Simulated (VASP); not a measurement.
A run of VASP 6.6.1:

The input POSCAR:

```
HgPd
1.0
    3.0299525574      0.0000000000      0.0000000000
    0.0000000000      2.9390539807      0.0000000000
    0.0000000000      0.0000000000      3.6920000000
Hg Pd
1 1
Direct
    0.0000000000      0.0000000000      0.0000000000
    0.5000000000      0.5000000000      0.5000000000
```

The input INCAR.step1:

```
SYSTEM = HgPd
PREC = Accurate
ENCUT = 520
ISMEAR = 0
SIGMA = 0.15
LREAL = .False.
LASPH = .True.
NELM = 80
NBANDS = 18
GGA = PE
ALGO = Normal
EDIFF = 1E-4
LWAVE = .True.
LCHARG = .False.
```

File INCAR.step2:

```
SYSTEM = HgPd
PREC = Accurate
ENCUT = 520
EDIFF = 1E-6
ISMEAR = 0
SIGMA = 0.15
LREAL = .False.
LASPH = .True.
NELM = 80
ALGO = Normal
ISIF = 2
LWAVE = .False.
LCHARG = .False.
METAGGA = R2SCAN
LMIXTAU = .True.
NBANDS = 18
ISTART = 1
```

KPOINTS

```
Automatic mesh
0
Gamma
  16 16 14
  0 0 0
```

Potentials or basis: VASP PAW PBE potentials, release 64 (Hg, Pd).

Command:

```bash
$ cat potpaw_PBE.64/Hg/POTCAR potpaw_PBE.64/Pd/POTCAR > POTCAR
$ cp INCAR.step1 INCAR
$ mpirun -np 1 vasp_std > vasp.out
$ cp INCAR.step2 INCAR
$ mpirun -np 1 vasp_std > vasp.out
```

Hardware: 1 thread of Intel Xeon 8259CL, with other jobs on the host.

How long does it take, and how much memory?

Run time: 12 min on 1 thread of Intel Xeon 8259CL, with other jobs on the host, peak memory 0.49 GiB. Counts: k points 648.
